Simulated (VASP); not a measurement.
Runs of VASP 6.6.1 on Si. The structure is that of space group Pm-3m (No. 221), or close to it. The cells are those of the table. This isn't the form of Si at room conditions, which is diamond.

```tsv
level	cell	share of exact exchange	screening parameter	gap on the mesh (eV)	pressure (GPa)
PBEsol-based screened hybrid with 25 % exact exchange	a = 2.532 Å, 1 atom	0.25	0.207 1/Å	none	-0.2
B3LYP	a = 2.532 Å, 1 atom	0.2	-	none	(a)
HSE06	a = 2.544 Å, 1 atom	0.25	0.2079 1/Å	none	-0.3
r2SCAN0	a = 2.532 Å, 1 atom	0.25	-	none	0.9
```

Alike in all rows: task single point; potentials or basis VASP PAW PBE potentials, release 64 (Si); no spin polarisation; k mesh 5 × 5 × 5; cutoff (eV) 520; smearing fermi-dirac 0.05 eV.

Fill in the values left out.

(a) 7.0.

Caveats: all runs use coarse meshes; the PAW data sets were made with another functional, which shifts forces and pressure a little.

A gap of «none» marks levels without a gap at the run's occupations.
